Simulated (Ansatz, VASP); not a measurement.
**One calculation of Re, two programs**

```
CELL_PARAMETERS angstrom
2.77283 0.00000 0.00000
-1.38642 2.40134 0.00000
0.00000 0.00000 4.49199
ATOMIC_POSITIONS crystal
Re 0.21333 0.60667 0.16000
Re 0.78667 0.39333 0.84000
```

Change from the starting cell: shortest bond scaled by 0.64, PAW files.

Alike in both runs: task electric field gradients; functional r2SCAN; k mesh 12 × 12 × 7; occupations fermi-dirac, width 0.05 eV; no spin polarisation.

```csv
,VASP,Ansatz
version,VASP 6.6.1,Ansatz 0.2.0
potentials or method,"VASP PAW PBE potentials, release 64 (Re)","PAW with Ansatz's default frozen-core files, scalar-relativistic"
plane-wave cutoff (eV),520,500
valence electrons in the cell,14,30
```

```csv
,VASP,Ansatz,Ansatz less VASP
pressure (GPa),133.8,185.1,+51.23
"traceless stress, the component that is largest in VASP (GPa)",61.53,125.03,+63.491
rms of the force components (eV/Å),15.556,25.099,+9.5431
size of Vzz on the site where it differs most (V/Å²),623.3,614.8,-8.51
```

VASP's potentials were made for PBE, not for r2SCAN. Atom by atom the forces differ by 9.691 eV/Å (rms over components). The pressures are high and differ by over a tenth, so treat them with care. VASP's potentials hold 14 valence electrons a cell and Ansatz's 30, so a difference there can come from the potentials and not from the codes.

Neither program's run includes spin-orbit coupling. Noted on VASP's run: the cell as given lies far from equilibrium.
